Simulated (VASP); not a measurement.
# MgS (P1) in VASP: further runs

MgS is run at these levels: PBE; tasks: single point.

Everything below comes from runs of VASP 6.6.1. Logs are shortened: lines on timing, memory, paths and dates and some standing lists are left out, and cuts for length are marked.

## 1. The cell of the first run

The typed cell holds 16 atoms: a = 8.272 Å, b = 8.272 Å, c = 8.272 Å, α = 60.00°, β = 60.00°, γ = 60.00°.

## 2. Single point, PBE

The input, INCAR:

```
SYSTEM = MgS
PREC = Accurate
ENCUT = 520
EDIFF = 1E-6
ISMEAR = -1
SIGMA = 0.2241
LREAL = Auto
LASPH = .TRUE.
NELM = 100
ALGO = Normal
ISIF = 2
LWAVE = .FALSE.
LCHARG = .FALSE.
GGA = PE
NBANDS = 46
```

The input, KPOINTS:

```
regular mesh
0
G
  4 4 4
  0 0 0
```

The input, POSCAR:

```
MgS
1.0
    5.8491469780      0.0000000000      5.8491469780
    5.8491469780      5.8491469780      0.0000000000
    0.0000000000      5.8491469780      5.8491469780
Mg S
8 8
Direct
    0.9630674308      0.0930181824      0.0299136957
    0.0204832402      0.5231788245      0.0107263687
    0.5096171626      0.0059537474      0.9616381445
    0.4710062458      0.5274414524      0.9916394307
    0.0001719865      0.9321268574      0.5231444836
    0.9929326728      0.4373770508      0.4960126486
    0.5124525026      0.9942788082      0.5031860846
    0.5010873918      0.4984303330      0.4748099462
    0.3664511970      0.3851580631      0.3878143924
    0.3974733052      0.8631109306      0.3930058532
    0.8743808042      0.3608203075      0.3461732999
    0.8770133166      0.8233178089      0.3814947817
    0.3691668086      0.3623476905      0.8742261535
    0.3809654638      0.8691060968      0.8840510493
    0.8675136994      0.4251337291      0.8654723028
    0.8891580852      0.9020556933      0.8745314793
```

Potentials or basis: VASP PAW PBE potentials, release 64 (Mg, S).

Command:

```
cat potpaw_PBE.64/Mg/POTCAR potpaw_PBE.64/S/POTCAR > POTCAR
mpirun -np 1 vasp_std > vasp.out
```

OUTCAR:

```text
SYSTEM = MgS
   PREC = Accurate
   ENCUT = 520
   EDIFF = 1E-6
   ISMEAR = -1
   LREAL = Auto
   LASPH = .TRUE.
   NELM = 100
   ISIF = 2
   GGA = PE

 ion  position               nearest neighbor table
   1  0.963  0.093  0.030-  15 2.28  12 2.64  16 2.88  14 2.92
   2  0.020  0.523  0.011-  11 2.35  13 2.40  16 2.56  15 2.69   6 3.61
   3  0.510  0.006  0.962-  14 2.33  13 2.42  16 2.60  10 2.93
   4  0.471  0.527  0.992-  14 2.32  13 2.61   9 2.68  15 2.69
   5  0.000  0.932  0.523-  16 2.49  12 2.53  10 2.74  11 2.91
   6  0.993  0.437  0.496-  11 2.35   9 2.61  12 2.61  15 2.66   2 3.61
   7  0.512  0.994  0.503-  10 2.41  12 2.50  14 2.57   9 2.64
   8  0.501  0.498  0.475-   9 2.27  10 2.50  11 2.52  13 2.70
   9  0.366  0.385  0.388-   8 2.27   6 2.61   7 2.64   4 2.68
  10  0.397  0.863  0.393-   7 2.41   8 2.50   5 2.74   3 2.93
  11  0.874  0.361  0.346-   2 2.35   6 2.35   8 2.52   5 2.91
  12  0.877  0.823  0.381-   7 2.50   5 2.53   6 2.61   1 2.64
  13  0.369  0.362  0.874-   2 2.40   3 2.42   4 2.61   8 2.70
  14  0.381  0.869  0.884-   4 2.32   3 2.33   7 2.57   1 2.92
  15  0.868  0.425  0.865-   1 2.28   6 2.66   2 2.69   4 2.69
  16  0.889  0.902  0.875-   5 2.49   2 2.56   3 2.60   1 2.88

  LATTYP: Found a face centered cubic cell.
 ALAT       =    11.6982939560

  Lattice vectors:

 A1 = (   5.8491469780,   0.0000000000,   5.8491469780)
 A2 = (   5.8491469780,   5.8491469780,   0.0000000000)
 A3 = (   0.0000000000,   5.8491469780,   5.8491469780)

Analysis of symmetry for initial positions (statically):
=====================================================================
 Subroutine PRICEL returns:
 Original cell was already a primitive cell.

 Routine SETGRP: Setting up the symmetry group for a
 face centered cubic supercell.

 Subroutine GETGRP returns: Found  1 space group operations
 (whereof  1 operations were pure point group operations)
 out of a pool of 48 trial point group operations.

The static configuration has the point symmetry C_1 .

Analysis of symmetry for dynamics (positions and initial velocities):
=====================================================================
 Subroutine PRICEL returns:
 Original cell was already a primitive cell.

 Routine SETGRP: Setting up the symmetry group for a
 face centered cubic supercell.

 Subroutine GETGRP returns: Found  1 space group operations
 (whereof  1 operations were pure point group operations)
 out of a pool of 48 trial point group operations.

The dynamic configuration has the point symmetry C_1 .

 Subroutine INISYM returns: Found  1 space group operations
 (whereof  1 operations are pure point group operations),
 and found     1 'primitive' translations

----------------------------------------------------------------------------------------

                                     Primitive cell

  volume of cell :     400.2281

  direct lattice vectors                    reciprocal lattice vectors
     5.849146978  0.000000000  5.849146978     0.085482550 -0.085482550  0.085482550
     5.849146978  5.849146978  0.000000000     0.085482550  0.085482550 -0.085482550
     0.000000000  5.849146978  5.849146978    -0.085482550  0.085482550  0.085482550

  length of vectors
     8.271942985  8.271942985  8.271942985     0.148060120  0.148060120  0.148060120

  position of ions in fractional coordinates (direct lattice)
     0.963067431  0.093018182  0.029913696
     0.020483240  0.523178825  0.010726369
     0.509617163  0.005953747  0.961638145
     0.471006246  0.527441452  0.991639431
     0.000171986  0.932126857  0.523144484
     0.992932673  0.437377051  0.496012649
[... 8 lines left out ...]
     0.867513699  0.425133729  0.865472303
     0.889158085  0.902055693  0.874531479

  ion indices of the primitive-cell ions
   primitive index   ion index
                 1           1
                 2           2
                 3           3
                 4           4
                 5           5
                 6           6
[... 8 lines left out ...]
                15          15
                16          16

----------------------------------------------------------------------------------------

 KPOINTS: regular mesh

Automatic generation of k-mesh.
 Grid dimensions read from file:
 generate k-points for:    4    4    4

 Generating k-lattice:

  Cartesian coordinates                     Fractional coordinates (reciprocal lattice)
     0.021370638 -0.021370638  0.021370638     0.250000000  0.000000000  0.000000000
     0.021370638  0.021370638 -0.021370638     0.000000000  0.250000000  0.000000000
    -0.021370638  0.021370638  0.021370638     0.000000000  0.000000000  0.250000000

  Length of vectors
     0.037015030  0.037015030  0.037015030

  Shift w.r.t. Gamma in fractional coordinates (k-lattice)
     0.000000000  0.000000000  0.000000000

 Subroutine IBZKPT returns following result:
 ===========================================

 Found     36 irreducible k-points:

 Following reciprocal coordinates:
            Coordinates               Weight
  0.000000  0.000000  0.000000      1.000000
  0.250000  0.000000  0.000000      2.000000
  0.000000  0.250000  0.000000      2.000000
  0.000000  0.000000  0.250000      2.000000
  0.250000  0.250000  0.250000      2.000000
  0.500000  0.000000  0.000000      1.000000
[... 16 lines left out ...]
  0.250000  0.500000  0.500000      2.000000
  0.500000  0.000000  0.250000      2.000000
 [... further k-points ...]
   k-points           NKPTS =     36   k-points in BZ     NKDIM =     36   number of bands    NBANDS=     46
   number of dos      NEDOS =    301   number of ions     NIONS =     16
   total plane-waves  NPLWV = 262144
   dimension x,y,z NGX =    64 NGY =   64 NGZ =   64
   dimension x,y,z NGXF=   128 NGYF=  128 NGZF=  128
   ions per type =               8   8
   NGX,Y,Z   is equivalent  to a cutoff of  12.86, 12.86, 12.86 a.u.
   NGXF,Y,Z  is equivalent  to a cutoff of  25.72, 25.72, 25.72 a.u.
 SYSTEM =  MgS
   PREC   = accura    normal or accurate (medium, high low for compatibility)
   ISTART =      0    job   : 0-new  1-cont  2-samecut
   ICHARG =      2    charge: 1-file 2-atom 10-const
   ISPIN  =      1    spin polarized calculation?
   LNONCOLLINEAR =      F non collinear calculations
   LSORBIT =      F    spin-orbit coupling
   LASPH  =      T    aspherical Exc in radial PAW
   ENCUT  =  520.0 eV  38.22 Ry    6.18 a.u.  15.38 15.38 15.38*2*pi/ulx,y,z
   NELM   =    100;   NELMIN=  2; NELMDL= -5     # of ELM steps
   EDIFF  = 0.1E-05   stopping-criterion for ELM
   LREAL  =      T    real-space projection
   EDIFFG = 0.1E-04   stopping-criterion for IOM
   NSW    =      0    number of steps for IOM
   IBRION =     -1    ionic relax: 0-MD 1-quasi-New 2-CG
   NFREE  =      0    steps in history (QN), initial steepest desc. (CG)
   ISIF   =      2    stress and relaxation
   ISYM   =      2    0-nonsym 1-usesym 2-fastsym
   POTIM  = 0.5000    time-step for ionic-motion
   TEBEG  =    0.0;   TEEND  =   0.0 temperature during run
   PSTRESS=    0.0 pullay stress
   NELECT =      64.0000    total number of electrons
   NUPDOWN=      -1.0000    fix difference up-down
   EMIN   =  10.00;   EMAX   =-10.00  energy-range for DOS
   EFERMI =   0.00;   METHOD = LEGACY
   ISMEAR =    -1;   SIGMA  =   0.22  broadening in eV -4-tet -1-fermi 0-gaus
   EFERMI_NEDOS =   21; number of points for ismear=-14 and -15
   IALGO  =     38    algorithm
   IMIX   =      4    mixing-type and parameters
     AMIX     =   0.40;   BMIX     =  1.00
     AMIX_MAG =   1.60;   BMIX_MAG =  1.00
  volume/ion in A,a.u.               =      25.01       168.80
  Fermi-wavevector in a.u.,A,eV,Ry     =   0.888585  1.679182 10.742932  0.789583
  Thomas-Fermi vector in A             =   2.010034
   LORBIT       =      0    0 simple, 1 ext, 2 COOP (PROOUT), +10 PAW based schemes
   GGA     = PE    functional components
[... 5 lines left out ...]
 non-spin polarized calculation
  energy-cutoff  :      520.00
  volume of cell :      400.23
 maximum number of plane-waves:     10850
 NGX is ok and might be reduce to    64
   NGX = 31   NGY = 31   NGZ = 31

 number of electron      64.0000000 magnetization

 Free energy of the ion-electron system (eV)
  ---------------------------------------------------
  ext. energy  EPLUGINS =         0.00000000
  ---------------------------------------------------
  free energy    TOTEN  =       -64.85797744 eV

  energy without entropy =      -64.85046970  energy(sigma->0) =      -64.85422357

 E-fermi :   2.4445     XC(G=0):  -8.0527

 val. band max:        0.9435697187   @ k =   0.0000   0.0000   0.0000
 cond. band min:       3.1726801902   @ k =   0.0000   0.0000   0.0000
 fundamental gap:      2.2291104714
 Fermi energy:         2.4445449954

 k-point     1 :       0.0000    0.0000    0.0000
  band No.  band energies     occupation
      1     -10.5356      2.00000
      2     -10.1457      2.00000
      3      -9.9850      2.00000
      4      -9.9371      2.00000
      5      -9.8666      2.00000
      6      -9.7942      2.00000
[... 36 lines left out ...]
     43       6.0518      0.00000
     44       7.3216      0.00000

 k-point     2 :       0.2500    0.0000    0.0000
  band No.  band energies     occupation
      1     -10.4719      2.00000
      2     -10.1720      2.00000
      3      -9.9966      2.00000
      4      -9.9520      2.00000
      5      -9.8838      2.00000
      6      -9.7932      2.00000
[... 36 lines left out ...]
     43       6.5188      0.00000
     44       6.8401      0.00000

 k-point     3 :       0.0000    0.2500    0.0000
  band No.  band energies     occupation
      1     -10.4806      2.00000
      2     -10.1463      2.00000
      3     -10.0046      2.00000
      4      -9.9433      2.00000
      5      -9.8742      2.00000
      6      -9.8197      2.00000
[... 976 lines left out ...]
     43       6.7163      0.00000
     44       6.9637      0.00000

 k-point    24 :       0.5000    0.0000    0.2500
  band No.  band energies     occupation
      1     -10.3507      2.00000
      2     -10.2031      2.00000
      3     -10.0761      2.00000
      4      -9.9480      2.00000
      5      -9.8880      2.00000
      6      -9.8084      2.00000
[... 36 lines left out ...]
     43       6.8285      0.00000
     44       6.9462      0.00000

 [... further k-points ...]

 [bands above 44 left out]

------------------------ aborting loop because EDIFF is reached ----------------------------------------

  FORCE on cell =-STRESS in cart. coord.  units (eV):
  Direction    XX          YY          ZZ          XY          YZ          ZX
  --------------------------------------------------------------------------------------
  -------------------------------------------------------------------------------------
  Total       -7.3807318     -8.9650097     -6.3293250      1.4721458      0.3014849      0.1537344
  in kB      -29.5462525    -35.8883710    -25.3373026      5.8932355      1.2068924      0.6154233
  external PRESSURE =     -30.2573087 kB  Pullay stress =       0.0000000 kB

 VOLUME and BASIS-vectors are now :
 -----------------------------------------------------------------------------
  energy-cutoff  :      520.00
  volume of cell :      400.23
      direct lattice vectors                 reciprocal lattice vectors
     5.849146978  0.000000000  5.849146978     0.085482550 -0.085482550  0.085482550
     5.849146978  5.849146978  0.000000000     0.085482550  0.085482550 -0.085482550
     0.000000000  5.849146978  5.849146978    -0.085482550  0.085482550  0.085482550

 POSITION                                       TOTAL-FORCE (eV/Angst)
 -----------------------------------------------------------------------------------
      6.17720      0.71905      5.80809        -1.234763     -1.487951      0.873263
      3.17996      3.12289      0.18255         0.202692     -0.176664     -1.220385
      3.01565      5.65959      8.60559         0.238248      0.526863      1.460326
      5.84007      8.88533      8.55523        -0.461748     -0.690623      0.966792
      5.45315      8.51210      3.06095         0.660883      0.018737      0.307919
      8.36609      5.45953      8.70906         0.771915      1.005070      0.745576
[... 8 lines left out ...]
      7.56088      7.54894     10.13649         0.075255      0.129218     -0.772849
     10.47707     10.39152     10.31608        -0.290310     -0.071727     -0.267172
 -----------------------------------------------------------------------------------
    total drift:                               -0.002322      0.002730     -0.001432

  FREE ENERGIE OF THE ION-ELECTRON SYSTEM (eV)
  ---------------------------------------------------
  free  energy   TOTEN  =       -64.8579774364 eV

  energy  without entropy=      -64.8504696993  energy(sigma->0) =      -64.85422357
```

It took 18 min on 1 thread of AMD EPYC 7R13 (Zen 3), shared host; peak memory 0.75 GiB.

What came out:

| Quantity | Value |
| --- | --- |
| Free energy | -64.8580 eV |
| Pressure | -3.0 GPa |
| Largest force | 2.122 eV/Å |
| Band gap on the k mesh | 2.23 eV, direct |

Forces in eV/Å, atoms in the order of the input:
```
Mg  -1.235 -1.488  0.873
Mg   0.203 -0.177 -1.220
Mg   0.238  0.527  1.460
Mg  -0.462 -0.691  0.967
Mg   0.661  0.019  0.308
Mg   0.772  1.005  0.746
Mg  -0.118  0.212 -0.018
Mg   0.839  1.130  0.807
S   -1.165 -1.465 -0.995
S   -0.654 -0.424 -1.137
S   -1.089 -0.096  0.531
S    1.066  0.624 -0.151
S    0.955  0.203  0.122
S    0.205  0.562 -1.252
S    0.075  0.129 -0.773
S   -0.290 -0.072 -0.267
```

Stress tensor (GPa, compression positive):
```
-2.95  0.59  0.06
 0.59 -3.59  0.12
 0.06  0.12 -2.53
```

Caveat: forces of over 1 eV/Å act on the atoms, so gaps and moduli don't describe the material at rest. A hybrid or GW would open this gap; PBE tends to underestimate it.

## 3. Single point, PBE (dynamics (nve) at 2600 K, volume x 1.1, from the last frame before)

The input, INCAR:

```
PREC = Accurate
ENCUT = 520
EDIFF = 1E-6
ISMEAR = -1
SIGMA = 0.2241
LREAL = Auto
LASPH = T
NELM = 100
ALGO = Normal
ISIF = 2
LWAVE = F
LCHARG = F
GGA = PE
NBANDS = 46
```

The input, KPOINTS:

```
Automatic mesh
0
Gamma
  2 2 2
  0.5 0.5 0.5
```

The input, POSCAR:

```
MgS
1.0
    5.8491469780      0.0000000000      5.8491469780
    5.8491469780      5.8491469780      0.0000000000
    0.0000000000      5.8491469780      5.8491469780
Mg S
8 8
Direct
    0.0278413247     -0.0465001138     -0.0113354990
    0.0002631153      0.4977672832      0.0112130880
    0.4844848335     -0.0093413621     -0.0090732888
    0.5154364408      0.4569742409      0.0206967786
   -0.0400751598      0.0637059560      0.4827792002
    0.0148831958      0.4793678481      0.4985212392
    0.5147326630      0.0323091556      0.4999583719
    0.4465995657      0.5737519527      0.5022835827
    0.3944507650      0.4105127652      0.3823939642
    0.3647388257      0.9347368121      0.3659454974
    0.8561090222      0.4288578334      0.3566650843
    0.8775904451      0.8682692569      0.3801888563
    0.3586042560      0.3595002840      0.8825155222
    0.4099352451      0.8027740656      0.8638631443
    0.9114739329      0.3291755203      0.8791297294
    0.8542634539      0.8297580003      0.8930559481
```

Potentials or basis: VASP PAW PBE potentials, release 64 (Mg, S).

Command:

```
cat potpaw_PBE.64/Mg/POTCAR potpaw_PBE.64/S/POTCAR > POTCAR
mpirun -np 1 vasp_std > vasp.out
```

Run time: 8.1 min. Hardware: 1 thread of AMD EPYC 7R13 (Zen 3), shared host; peak memory 0.6 GiB.

It converged, with:

| Item | Value |
| --- | --- |
| Free energy | -65.3324 eV |
| Pressure | -3.7 GPa |
| Largest force | 2.475 eV/Å |
| Band gap on the k mesh | 3.01 eV, indirect (least direct gap 3.02 eV) |

Forces on the atoms (eV/Å):
```
Mg  -0.248  0.322 -0.077
Mg  -0.626 -1.355  0.055
Mg  -0.215  0.012  0.348
Mg   0.002 -0.767  0.292
Mg  -0.374 -0.694  0.641
Mg   0.340  0.830  0.301
Mg  -0.490 -0.443 -0.016
Mg   0.516  0.521  1.034
S   -1.306 -1.172 -0.707
S   -0.428  0.141 -0.465
S   -1.042  0.354  0.589
S    0.608 -0.011  0.058
S    0.807 -0.119  0.353
S    0.852  1.426 -0.850
S   -0.316 -0.044 -0.358
S    1.921  0.999 -1.199
```

Stress tensor (GPa, compression positive):
```
-3.82  0.27 -0.78
 0.27 -4.09 -0.07
-0.78 -0.07 -3.04
```

Levels at points of the mesh, in eV from the valence-band top:
```
           k point  band 30  band 31  band 32  band 33  band 34  band 35
(0.25, 0.25, 0.25)    -0.33    -0.24    -0.07     3.03     3.71     4.00
```

Caveat: forces of over 1 eV/Å act on the atoms, so gaps and moduli don't describe the material at rest. A k mesh can miss the band edges.

## 4. Single point, PBE (dynamics (nve) at 2600 K, volume x 1.1, from the last frame before)

The input, INCAR:

```
ALGO = Normal
EDIFF = 1E-6
ENCUT = 520
GGA = PE
ISIF = 2
ISMEAR = -1
LASPH = T
LCHARG = F
LREAL = Auto
LWAVE = F
NBANDS = 46
NELM = 100
PREC = Accurate
SIGMA = 0.2241
```

KPOINTS is that of step 3.

The input, POSCAR:

```
MgS
1.0
    5.8491469780      0.0000000000      5.8491469780
    5.8491469780      5.8491469780      0.0000000000
    0.0000000000      5.8491469780      5.8491469780
Mg S
8 8
Direct
   -0.0148916586      0.0307563651     -0.0008932072
   -0.0022329752      0.5057966591      0.0101238694
    0.4786268853      0.0573711007     -0.0197601463
    0.4686769730      0.5762051309     -0.0052196500
    0.0128955556      0.0020868000      0.4902877310
   -0.0041861660      0.5145087842      0.4965044494
    0.4756870550     -0.0067511554      0.4929357239
    0.5173741592      0.4257377203      0.4978003649
    0.3703666549      0.3773302344      0.3639260576
    0.4234744843      0.8067454139      0.3726971656
    0.9196788900      0.3659147236      0.3639558055
    0.8400845488      0.8813430436      0.3994149931
    0.3634282927      0.4047787667      0.8686445253
    0.3864074554      0.8851273561      0.8675129928
    0.8712831152      0.3820728062      0.8875966050
    0.8768660660      0.8165466722      0.9052274665
```

Command:

```
cat potpaw_PBE.64/Mg/POTCAR potpaw_PBE.64/S/POTCAR > POTCAR
mpirun -np 1 vasp_std > vasp.out
```

Run time: 7.3 min. Hardware: 1 thread of AMD EPYC 7R13 (Zen 3), shared host; peak memory 0.6 GiB.

It converged, with:

- Free energy: -63.9631 eV
- Pressure: -2.0 GPa
- Largest force: 5.297 eV/Å
- Band gap on the k mesh: 2.67 eV, direct

Forces on the atoms (eV/Å):
```
Mg  -0.933 -0.523  0.436
Mg  -1.518 -2.090  1.522
Mg  -0.866 -0.765  1.464
Mg  -2.424 -2.640  2.488
Mg  -0.621 -0.501  0.711
Mg  -0.120  0.489  0.342
Mg   0.038 -0.249  0.116
Mg   1.487  1.386  0.859
S   -0.836 -0.698 -0.707
S    0.243  1.007 -1.269
S   -1.383  0.129  0.081
S    1.071 -0.350  0.111
S    0.477 -0.415  0.209
S    2.014  2.402 -2.724
S    0.064 -0.046 -0.650
S    3.307  2.863 -2.988
```

Stress tensor (GPa, compression positive):
```
-1.94  2.11 -1.73
 2.11 -2.62 -1.30
-1.73 -1.30 -1.32
```

Levels at points of the mesh, in eV from the valence-band top:
| k point | band 30 | band 31 | band 32 | band 33 | band 34 | band 35 |
| --- | --- | --- | --- | --- | --- | --- |
| (0.25, 0.25, 0.25) | -0.57 | -0.50 | 0.00 | 2.67 | 3.24 | 3.46 |

Caveat: forces of over 1 eV/Å act on the atoms, so gaps and moduli don't describe the material at rest.

(Part 1 of 2 ends here.)
